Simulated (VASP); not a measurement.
Input of a VASP 6.6.1 run:

INCAR

```
SYSTEM = ZrInS3
PREC     = Accurate       ! precision mode
ENCUT    = 520            ! plane-wave cutoff, eV
EDIFF    = 1E-6           ! SCF threshold, eV
ISMEAR   = 0              ! smearing method
SIGMA    = 0.1            ! smearing width, eV
LREAL    = .FALSE.        ! projectors in reciprocal space
LASPH    = .TRUE.         ! aspherical terms in the spheres
NELM     = 150            ! most SCF steps
ALGO     = Normal         ! electronic algorithm
ISIF     = 2              ! what is computed and relaxed
LWAVE    = .FALSE.        ! write WAVECAR
LCHARG   = .FALSE.        ! write CHGCAR
ISPIN    = 2              ! spin polarisation
MAGMOM   = 1 0 0 0 0      ! initial moments
LORBIT   = 11             ! projections on sites
LMAXMIX  = 4              ! l up to which the mixer works
GGA      = PE             ! functional
NBANDS   = 34             ! bands
```

File KPOINTS:

```
Automatic mesh
0
G
  4 4 4
  0 0 0
```

POSCAR

```
ZrInS3
1.0
    4.3954679454      0.0000000000      0.0000000000
    0.0000000000      4.3954679454      0.0000000000
    0.0000000000      0.0000000000      6.4933073071
Zr In S
1 1 3
Direct
    0.0000000000      0.0000000000      0.2257750376
    0.5000000000      0.5000000000      0.6481210718
    0.5000000000      0.5000000000      0.0263928733
    0.0000000000      0.5000000000      0.4338055087
    0.5000000000      0.0000000000      0.4338055087
```

Potentials or basis: VASP PAW PBE potentials, release 64 (Zr_sv, In_d, S).

Launch:

```bash
$ cat potpaw_PBE.64/Zr_sv/POTCAR potpaw_PBE.64/In_d/POTCAR potpaw_PBE.64/S/POTCAR > POTCAR
$ mpirun -np 1 vasp_std > vasp.out
```

Problem. What does it give for the pressure?

Solution. 0.0 GPa.

Problem. What does it give for the largest force?

Solution. 0.012 eV/Å.

Stress tensor (GPa, compression positive):
```
-0.08  0.00  0.00
 0.00 -0.08  0.00
 0.00  0.00  0.12
```
